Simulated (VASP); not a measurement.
A run of VASP 6.6.1 is set up as follows.

Contents of INCAR:

```
  ALGO = Fast
  EDIFF = 1E-6
  ENCUT = 520
  GGA = PS
  ISIF = 2
  ISMEAR = -1
  LASPH = T
  LCHARG = F
  LREAL = F
  LWAVE = F
  NBANDS = 22
  NELM = 80
  PREC = Accurate
  SIGMA = 0.05
```

File KPOINTS:

```
k-points
0
Gamma
  8 8 3
```

The input POSCAR:

```
Na
1.0
    3.6248439025      0.0000000000      0.0000000000
   -1.8124219512      3.1392069043      0.0000000000
    0.0000000000      0.0000000000     12.2813860211
Na
4
Direct
    0.6666666667      0.3333333333      0.7500000000
    0.0000000000      0.0000000000      0.5000000000
    0.3333333333      0.6666666667      0.2500000000
    0.0000000000      0.0000000000      0.0000000000
```

Potentials or basis: VASP PAW PBE potentials, release 64 (Na_pv).

Run with:

```console
$ cat potpaw_PBE.64/Na_pv/POTCAR > POTCAR
$ mpirun -np 1 vasp_std > vasp.out
```

(1) What does it give for the pressure?

(2) Predict the band gap on the k mesh.

## Answers

(1) 0.4 GPa.

(2) zero (bands 14 and 15 overlap by 3.57 eV).

Caveat: the PAW data sets were made with another functional, which shifts forces and pressure a little.
